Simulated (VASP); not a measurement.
Wanted: the native input for a VASP 6.6.1 run.

| Quantity | Value |
| --- | --- |
| Task | single point |
| Functional | PBE |
| Potentials or basis | VASP PAW PBE potentials, release 64 (Hf_pv, B) |
| Cutoff | 520 eV |
| k mesh | 10 × 10 × 8 |
| Occupations | fermi-dirac, width 0.05 eV |
| Spin | no spin polarisation |
| Dipole correction | no |
| Further INCAR settings | ALGO = Normal; EDIFF = 1e-06; NBANDS = 15 |

The structure of HfB2 lies in POSCAR:

```
HfB2
1.0
    3.1400000000      0.0000000000      0.0000000000
   -1.5700000000      2.7193197679      0.0000000000
    0.0000000000      0.0000000000      3.4800000000
Hf B
1 2
Direct
    0.0000000000      0.0000000000      0.0000000000
    0.6666666667      0.3333333333      0.5000000000
    0.3333333333      0.6666666667      0.5000000000
```

The input as run:

INCAR

```
ALGO = Normal
EDIFF = 1E-6
ENCUT = 520
GGA = PE
ISIF = 2
ISMEAR = -1
LASPH = T
LCHARG = F
LREAL = F
LWAVE = F
NBANDS = 15
NELM = 60
PREC = Accurate
SIGMA = 0.05
```

KPOINTS

```
k-points
0
Gamma
  10 10 8
```

Potentials or basis: VASP PAW PBE potentials, release 64 (Hf_pv, B).

The run is started by

```bash
$ cat potpaw_PBE.64/Hf_pv/POTCAR potpaw_PBE.64/B/POTCAR > POTCAR
$ mpirun -np 1 vasp_std > vasp.out
```

It gave:

The pressure is 1.0 GPa and the band gap on the k mesh is zero (band 8 reaches 8.26 eV, above the bottom of band 9 at 7.43 eV).

Caveat: spin-orbit coupling is left out, which moves the levels of the heavy elements.

It took 20 s on 1 thread of Intel(R) Xeon(R) Platinum 8259CL CPU @ 2.50GHz (Skylake/Cascade Lake), with other jobs on the host, peak memory 0.16 GiB.
